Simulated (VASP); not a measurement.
Here is a VASP 6.6.1 calculation.

The input POSCAR:

```
Tl
1.0
    3.1388720245      0.0000000000      0.0000000000
    0.0000000000      3.1388720245      0.0000000000
    0.0000000000      0.0000000000      3.1388720245
Tl
1
Direct
    0.0000000000      0.0000000000      0.0000000000
```

Contents of INCAR.step1:

```
PREC = Accurate ; ENCUT = 520
ISMEAR = -1 ; SIGMA = 0.1
LREAL = False ; LASPH = True
NELM = 100 ; NBANDS = 12
GGA = PE ; ALGO = Normal
EDIFF = 1E-4 ; LWAVE = True
LCHARG = False
```

The input INCAR.step2:

```
PREC = Accurate ; ENCUT = 520
EDIFF = 1E-6 ; ISMEAR = -1
SIGMA = 0.1 ; LREAL = False
LASPH = True ; NELM = 100
ALGO = Normal ; ISIF = 2
LWAVE = False ; LCHARG = False
METAGGA = R2SCAN ; LMIXTAU = True
NBANDS = 12 ; ISTART = 1
```

KPOINTS

```
Automatic mesh
0
Gamma
  11 11 11
```

Potentials or basis: VASP PAW PBE potentials, release 64 (Tl_d).

Run with:

```bash
$ cat potpaw_PBE.64/Tl_d/POTCAR > POTCAR
$ cp INCAR.step1 INCAR
$ mpirun -np 1 vasp_std > vasp.out
$ cp INCAR.step2 INCAR
$ mpirun -np 1 vasp_std > vasp.out
```

Estimate the band gap on the k mesh.

zero (an odd number of electrons rules out a gap without spin polarisation).

Estimate the pressure.

1.5 GPa.

Caveat: the PAW data sets were made with another functional, which shifts forces and pressure a little; spin-orbit coupling is left out, which moves the levels of the heavy elements.
